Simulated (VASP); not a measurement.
# W (Im-3m) in VASP: further runs

Runs on W. Level: LDA. Tasks: single point, relaxation of cell and atoms.

Everything below comes from runs of VASP 6.6.1. Logs are shortened: lines on timing, memory, paths and dates and some standing lists are left out, and cuts for length are marked.

## (1) The cell of the first run

Symmetry: Im-3m, No. 229, cubic system. Conventional cell: a = 3.135 Å, b = 3.135 Å, c = 3.135 Å, α = 90.00°, β = 90.00°, γ = 90.00°. Within 3.6 Å of W (site symmetry m-3m) lie 14 W at 2.72 to 3.14 Å.

## (2) Single point, LDA

The input, INCAR:

```
PREC = Accurate ; ENCUT = 520
EDIFF = 1E-6 ; ISMEAR = 1
SIGMA = 0.05 ; LREAL = False
LASPH = True ; NELM = 60
ALGO = Normal ; ISIF = 2
LWAVE = False ; LCHARG = True
GGA = CA ; LELF = True
LVHAR = True ; NBANDS = 21
```

The input, KPOINTS:

```
Automatic mesh
0
Gamma
  14 14 14
```

The input, POSCAR:

```
W
1.0
    3.1351236203      0.0000000000      0.0000000000
    0.0000000000      3.1351236203      0.0000000000
    0.0000000000      0.0000000000      3.1351236203
W
2
Direct
    0.0000000000      0.0000000000      0.0000000000
    0.5000000000      0.5000000000      0.5000000000
```

Potentials or basis: VASP PAW LDA potentials, release 64 (W_sv).

The run is started by

```bash
> cat potpaw_LDA.64/W_sv/POTCAR > POTCAR
> mpirun -np 1 vasp_std > vasp.out
```

OUTCAR:

```text
PREC = Accurate
   ENCUT = 520
   EDIFF = 1E-6
   ISMEAR = 1
   LREAL = False
   LASPH = True
   NELM = 60
   ISIF = 2
   GGA = CA

 ion  position               nearest neighbor table
   1  0.000  0.000  0.000-   2 2.72   2 2.72   2 2.72   2 2.72   2 2.72   2 2.72   2 2.72   2 2.72

   2  0.500  0.500  0.500-   1 2.72   1 2.72   1 2.72   1 2.72   1 2.72   1 2.72   1 2.72   1 2.72

  LATTYP: Found a simple cubic cell.
 ALAT       =     3.1351236203

  Lattice vectors:

 A1 = (   3.1351236203,   0.0000000000,   0.0000000000)
 A2 = (   0.0000000000,   3.1351236203,   0.0000000000)
 A3 = (   0.0000000000,   0.0000000000,   3.1351236203)

Analysis of symmetry for initial positions (statically):
=====================================================================
 Subroutine PRICEL returns following result:

  LATTYP: Found a body centered cubic cell.
 ALAT       =     3.1351236203

  Lattice vectors:

 A1 = (   1.5675618102,   1.5675618102,  -1.5675618101)
 A2 = (  -1.5675618102,   1.5675618101,   1.5675618101)
 A3 = (   1.5675618102,  -1.5675618101,   1.5675618102)

   2 primitive cells build up your supercell.

 Routine SETGRP: Setting up the symmetry group for a
 simple cubic supercell.

 Subroutine GETGRP returns: Found 48 space group operations
 (whereof 48 operations were pure point group operations)
 out of a pool of 48 trial point group operations.

The static configuration has the point symmetry O_h .

Analysis of symmetry for dynamics (positions and initial velocities):
=====================================================================
 Subroutine PRICEL returns following result:

  LATTYP: Found a body centered cubic cell.
 ALAT       =     3.1351236203

  Lattice vectors:

 A1 = (   1.5675618102,   1.5675618102,  -1.5675618101)
 A2 = (  -1.5675618102,   1.5675618101,   1.5675618101)
 A3 = (   1.5675618102,  -1.5675618101,   1.5675618102)

   2 primitive cells build up your supercell.

 Routine SETGRP: Setting up the symmetry group for a
 simple cubic supercell.

 Subroutine GETGRP returns: Found 48 space group operations
 (whereof 48 operations were pure point group operations)
 out of a pool of 48 trial point group operations.

The dynamic configuration has the point symmetry O_h .

 Subroutine INISYM returns: Found 48 space group operations
 (whereof 48 operations are pure point group operations),
 and found     2 'primitive' translations

----------------------------------------------------------------------------------------

                                     Primitive cell

  volume of cell :      15.4076

  direct lattice vectors                    reciprocal lattice vectors
     1.567561810  1.567561810 -1.567561810     0.318966689  0.318966689  0.000000000
    -1.567561810  1.567561810  1.567561810    -0.000000000  0.318966689  0.318966689
     1.567561810 -1.567561810  1.567561810     0.318966689  0.000000000  0.318966689

  length of vectors
     2.715096699  2.715096699  2.715096699     0.451087017  0.451087017  0.451087017

  position of ions in fractional coordinates (direct lattice)
     0.000000000  0.000000000  0.000000000

  ion indices of the primitive-cell ions
   primitive index   ion index
                 1           1

----------------------------------------------------------------------------------------

 KPOINTS: Automatic mesh

Automatic generation of k-mesh.
 Grid dimensions read from file:
 generate k-points for:   14   14   14

 Generating k-lattice:

  Cartesian coordinates                     Fractional coordinates (reciprocal lattice)
     0.022783335  0.000000000  0.000000000     0.071428571  0.000000000  0.000000000
     0.000000000  0.022783335  0.000000000     0.000000000  0.071428571  0.000000000
     0.000000000  0.000000000  0.022783335     0.000000000  0.000000000  0.071428571

  Length of vectors
     0.022783335  0.022783335  0.022783335

  Shift w.r.t. Gamma in fractional coordinates (k-lattice)
     0.000000000  0.000000000  0.000000000

 Subroutine IBZKPT returns following result:
 ===========================================

 Found    120 irreducible k-points:

 Following reciprocal coordinates:
            Coordinates               Weight
  0.000000  0.000000  0.000000      1.000000
  0.071429  0.000000  0.000000      6.000000
  0.142857  0.000000  0.000000      6.000000
  0.214286  0.000000  0.000000      6.000000
  0.285714  0.000000  0.000000      6.000000
  0.357143  0.000000  0.000000      6.000000
[... 16 lines left out ...]
  0.285714  0.214286  0.000000     24.000000
  0.357143  0.214286  0.000000     24.000000
 [... further k-points ...]
   k-points           NKPTS =    120   k-points in BZ     NKDIM =    120   number of bands    NBANDS=     21
   number of dos      NEDOS =    301   number of ions     NIONS =      2
   total plane-waves  NPLWV =  13824
   dimension x,y,z NGX =    24 NGY =   24 NGZ =   24
   dimension x,y,z NGXF=    48 NGYF=   48 NGZF=   48
   ions per type =               2
   NGX,Y,Z   is equivalent  to a cutoff of  12.73, 12.73, 12.73 a.u.
   NGXF,Y,Z  is equivalent  to a cutoff of  25.45, 25.45, 25.45 a.u.
 SYSTEM =  unknown system
   PREC   = accura    normal or accurate (medium, high low for compatibility)
   ISTART =      0    job   : 0-new  1-cont  2-samecut
   ICHARG =      2    charge: 1-file 2-atom 10-const
   ISPIN  =      1    spin polarized calculation?
   LNONCOLLINEAR =      F non collinear calculations
   LSORBIT =      F    spin-orbit coupling
   LASPH  =      T    aspherical Exc in radial PAW
   ENCUT  =  520.0 eV  38.22 Ry    6.18 a.u.   5.83  5.83  5.83*2*pi/ulx,y,z
   NELM   =     60;   NELMIN=  2; NELMDL= -5     # of ELM steps
   EDIFF  = 0.1E-05   stopping-criterion for ELM
   LREAL  =      F    real-space projection
   EDIFFG = 0.1E-04   stopping-criterion for IOM
   NSW    =      0    number of steps for IOM
   IBRION =     -1    ionic relax: 0-MD 1-quasi-New 2-CG
   NFREE  =      0    steps in history (QN), initial steepest desc. (CG)
   ISIF   =      2    stress and relaxation
   ISYM   =      2    0-nonsym 1-usesym 2-fastsym
   POTIM  = 0.5000    time-step for ionic-motion
   TEBEG  =    0.0;   TEEND  =   0.0 temperature during run
   PSTRESS=    0.0 pullay stress
   NELECT =      28.0000    total number of electrons
   NUPDOWN=      -1.0000    fix difference up-down
   EMIN   =  10.00;   EMAX   =-10.00  energy-range for DOS
   EFERMI =   0.00;   METHOD = LEGACY
   ISMEAR =     1;   SIGMA  =   0.05  broadening in eV -4-tet -1-fermi 0-gaus
   EFERMI_NEDOS =   21; number of points for ismear=-14 and -15
   IALGO  =     38    algorithm
   IMIX   =      4    mixing-type and parameters
     AMIX     =   0.40;   BMIX     =  1.00
     AMIX_MAG =   1.60;   BMIX_MAG =  1.00
  volume/ion in A,a.u.               =      15.41       103.98
  Fermi-wavevector in a.u.,A,eV,Ry     =   1.585646  2.996436 34.208754  2.514272
  Thomas-Fermi vector in A             =   2.685078
   LORBIT       =      0    0 simple, 1 ext, 2 COOP (PROOUT), +10 PAW based schemes
   GGA     = CA    functional components
   LHFCALC =     F    Hartree Fock is set to
   AEXX    =    0.0000 exact exchange contribution
   IVDW    =     0    specifies the selected vdW correction
   LEPSILON=     F    determine dielectric tensor
   LRPA    =     F    only Hartree local field effects (RPA)
 non-spin polarized calculation
 Methfessel and Paxton  Order N= 1 SIGMA  =   0.05
  energy-cutoff  :      520.00
  volume of cell :       30.82
 maximum number of plane-waves:       858
 NGX is ok and might be reduce to    24
   NGX = 11   NGY = 11   NGZ = 11

 number of electron      28.0000005 magnetization

 Free energy of the ion-electron system (eV)
  ---------------------------------------------------
  ext. energy  EPLUGINS =         0.00000000
  ---------------------------------------------------
  free energy    TOTEN  =       -28.20424493 eV

  energy without entropy =      -28.20418631  energy(sigma->0) =      -28.20422539

 E-fermi :  11.8559     XC(G=0): -13.9896

 val. band max:       11.8505616332   @ k =   0.2143   0.1429   0.0714
 cond. band min:      11.8708378243   @ k =   0.2143   0.2143   0.0000
 fundamental gap:      0.0202761910
 Fermi energy:        11.8558935864

 k-point     1 :       0.0000    0.0000    0.0000
  band No.  band energies     occupation
      1     -61.9747      2.00000
      2     -61.7020      2.00000
      3     -26.7395      2.00000
      4     -26.7395      2.00000
      5     -26.7395      2.00000
      6     -25.7372      2.00000
[... 13 lines left out ...]
     20      20.3254      0.00000
     21      20.3254      0.00000

 k-point     2 :       0.0714    0.0000    0.0000
  band No.  band energies     occupation
      1     -61.9709      2.00000
      2     -61.7049      2.00000
      3     -26.7403      2.00000
      4     -26.7267      2.00000
      5     -26.7267      2.00000
      6     -25.7645      2.00000
[... 13 lines left out ...]
     20      19.8892      0.00000
     21      21.0600      0.00000

 k-point     3 :       0.1429    0.0000    0.0000
  band No.  band energies     occupation
      1     -61.9594      2.00000
      2     -61.7136      2.00000
      3     -26.7405      2.00000
      4     -26.6888      2.00000
      5     -26.6888      2.00000
      6     -25.8424      2.00000
[... 13 lines left out ...]
     20      18.8530      0.00000
     21      22.5795      0.00000

 k-point     4 :       0.2143    0.0000    0.0000
  band No.  band energies     occupation
      1     -61.9413      2.00000
      2     -61.7279      2.00000
      3     -26.7349      2.00000
      4     -26.6280      2.00000
      5     -26.6280      2.00000
      6     -25.9601      2.00000
[... 13 lines left out ...]
     20      17.6376      0.00000
     21      24.3780      0.00000

 k-point     5 :       0.2857    0.0000    0.0000
  band No.  band energies     occupation
      1     -61.9175      2.00000
      2     -61.7473      2.00000
      3     -26.7159      2.00000
      4     -26.5472      2.00000
      5     -26.5472      2.00000
      6     -26.1019      2.00000
[... 13 lines left out ...]
     20      16.5293      0.00000
     21      26.3170      0.00000
[... 382 lines left out ...]
     20      15.4798      0.00000
     21      25.7071      0.00000

 k-point    22 :       0.2143    0.2143    0.0000
  band No.  band energies     occupation
      1     -61.9141      2.00000
      2     -61.7471      2.00000
      3     -26.9127      2.00000
      4     -26.5369      2.00000
      5     -26.3696      2.00000
      6     -26.3264      2.00000
[... 13 lines left out ...]
     20      19.7234      0.00000
     21      22.0960      0.00000

 k-point    23 :       0.2857    0.2143    0.0000
  band No.  band energies     occupation
      1     -61.8949      2.00000
      2     -61.7618      2.00000
      3     -26.9484      2.00000
      4     -26.4859      2.00000
      5     -26.4715      2.00000
      6     -26.2616      2.00000
[... 13 lines left out ...]
     20      18.7902      0.00000
     21      22.9422      0.00000

 k-point    24 :       0.3571    0.2143    0.0000
  band No.  band energies     occupation
      1     -61.8727      2.00000
      2     -61.7800      2.00000
      3     -26.9552      2.00000
      4     -26.6361      2.00000
      5     -26.3941      2.00000
      6     -26.1534      2.00000
[... 13 lines left out ...]
     20      17.5137      0.00000
     21      24.0327      0.00000

 [... further k-points ...]
[... 5 lines left out ...]
  --------------------------------------------------------------------------------------
  -------------------------------------------------------------------------------------
  Total        0.3748252      0.3748252      0.3748252      0.0000000      0.0000000      0.0000000
  in kB       19.4883617     19.4883617     19.4883617      0.0000000      0.0000000      0.0000000
  external PRESSURE =      19.4883617 kB  Pullay stress =       0.0000000 kB

 VOLUME and BASIS-vectors are now :
 -----------------------------------------------------------------------------
  energy-cutoff  :      520.00
  volume of cell :       30.82
      direct lattice vectors                 reciprocal lattice vectors
     3.135123620  0.000000000  0.000000000     0.318966689  0.000000000  0.000000000
     0.000000000  3.135123620  0.000000000     0.000000000  0.318966689  0.000000000
     0.000000000  0.000000000  3.135123620     0.000000000  0.000000000  0.318966689

 POSITION                                       TOTAL-FORCE (eV/Angst)
 -----------------------------------------------------------------------------------
      0.00000      0.00000      0.00000        -0.000000      0.000000     -0.000000
      1.56756      1.56756      1.56756         0.000000     -0.000000      0.000000
 -----------------------------------------------------------------------------------
    total drift:                                0.000000      0.000000     -0.000000

  FREE ENERGIE OF THE ION-ELECTRON SYSTEM (eV)
  ---------------------------------------------------
  free  energy   TOTEN  =       -28.2042449313 eV

  energy  without entropy=      -28.2041863107  energy(sigma->0) =      -28.20422539
```

It took 43 s on 1 thread of Intel Xeon 6975P-C, shared host; peak memory 0.17 GiB.

Results:

```
Free energy            : -28.2042 eV
Pressure               : 1.9 GPa
Band gap on the k mesh : zero (band 14 reaches 12.68 eV, above the bottom of band 15 at 11.18 eV)
```

Levels at points of the mesh, in eV from the Fermi level:
```
           k point  band 12  band 13  band 14  band 15  band 16  band 17
(0.00, 0.00, 0.00)    -1.43    -1.43    -1.43     2.14     2.14     5.24
(0.50, 0.00, 0.00)    -3.10    -0.67    -0.67    -0.67    -0.67     1.25
(0.50, 0.50, 0.00)    -3.84     0.82     0.82     2.06     2.06     3.05
(0.50, 0.50, 0.50)    -3.11    -3.11    -3.11     3.23     3.23     3.23
```

Caveat: spin-orbit coupling is left out, which moves the levels of the heavy elements.

## (3) Relaxation of cell and atoms, LDA

This run uses another cell than the first one, of 15.78 Å³/atom, 1.024 times its volume.

The input, INCAR:

```
PREC = Accurate
ENCUT = 600
EDIFF = 1E-6
ISMEAR = 1
SIGMA = 0.05
LREAL = F
LASPH = T
NELM = 60
ALGO = Normal
ISIF = 3
LWAVE = F
LCHARG = F
IBRION = 2
NSW = 80
EDIFFG = -0.03
```

KPOINTS is that of step 2.

The input, POSCAR:

```
W
1.0
    3.1600000000      0.0000000000      0.0000000000
    0.0000000000      3.1600000000      0.0000000000
    0.0000000000      0.0000000000      3.1600000000
W
2
Direct
    0.0000000000      0.0000000000      0.0000000000
    0.5000000000      0.5000000000      0.5000000000
```

Potentials or basis: VASP PAW LDA potentials, release 64 (W_sv).

The run is started by

```bash
> cat potpaw_LDA.64/W_sv/POTCAR > POTCAR
> mpirun -np 1 vasp_std > vasp.out
```

It used 120 s of CPU time on 1 thread of Intel Xeon 6975P-C (shared host).

Results (log left out):

* Free energy: -28.2058 eV
* Relaxed volume: 15.51 Å³/atom
* Relaxed cell: a = 3.142 Å, b = 3.142 Å, c = 3.142 Å, α = 90.00°, β = 90.00°, γ = 90.00°
* Space group after relaxing (to 0.05 Å): Im-3m (No. 229)
* Energy gained by relaxing: 5.0 meV/atom
* Ionic steps: 3
* Pressure after relaxing: -0.2 GPa
* Band gap on the k mesh: zero (band 14 reaches 12.55 eV, above the bottom of band 15 at 11.09 eV)

The path:
| step | energy change (eV) | largest force (eV/Å) | pressure (GPa) | volume (Å³) |
| --- | --- | --- | --- | --- |
| 1 | 0.0000 | 0.0000 | -5.69 | 31.55 |
| 2 | 0.1328 | 0.0000 | 24.88 | 29.06 |
| 3 | -0.0100 | 0.0000 | -0.24 | 31.02 |

Final structure:
```xyz
2
Lattice="3.1421 0.0000 0.0000 0.0000 3.1421 0.0000 0.0000 0.0000 3.1421" Properties=species:S:1:pos:R:3 pbc="T T T"
W     0.0000    0.0000    0.0000
W     1.5711    1.5711    1.5711
```

Levels at points of the mesh, in eV from the Fermi level:
```
           k point  band 12  band 13  band 14  band 15  band 16  band 17
(0.00, 0.00, 0.00)    -1.41    -1.41    -1.41     2.12     2.12     5.19
(0.50, 0.00, 0.00)    -3.07    -0.67    -0.67    -0.67    -0.67     1.25
(0.50, 0.50, 0.00)    -3.81     0.80     0.80     2.04     2.04     3.03
(0.50, 0.50, 0.50)    -3.09    -3.09    -3.09     3.20     3.20     3.20
```

Caveat: spin-orbit coupling is left out, which moves the levels of the heavy elements.
